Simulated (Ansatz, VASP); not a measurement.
**One calculation of In3GaAs4, two programs**

```xyz
8
Lattice="-2.9998 2.9998 5.9905 2.9998 -2.9998 5.9905 2.9998 2.9998 -5.9905" Properties=species:S:1:pos:R:3 pbc="T T T"
Ga    0.0000    0.0000    0.0000
As    1.4224    1.4224    1.4368
As    1.5774   -1.5774    4.5537
As    1.5774    1.5774    7.4272
As   -1.5774    1.5774    4.5537
In    0.0000    2.9998    2.9952
In    0.0000    0.0000    5.9905
In    2.9998    0.0000    2.9952
```

Alike in both runs: task single point; functional r2SCAN; k mesh 6 × 6 × 6; occupations fermi-dirac, width 0.02 eV; no spin polarisation.

|  | VASP | Ansatz |
| --- | --- | --- |
| version | VASP 6.6.1 | Ansatz 0.2.0 |
| potentials or method | VASP PAW PBE potentials, release 64 (Ga_d, As, In_d) | plane waves, PAW |
| plane-wave cutoff (eV) | 520 | 500 |
| valence electrons in the cell | 72 | 112 |

```tsv
	VASP	Ansatz	Ansatz less VASP
pressure (GPa)	0.0	0.0	-0.02
```

VASP's potentials were made for PBE, not for r2SCAN. VASP's potentials hold 72 valence electrons a cell and Ansatz's 112, so a difference there can come from the potentials and not from the codes.
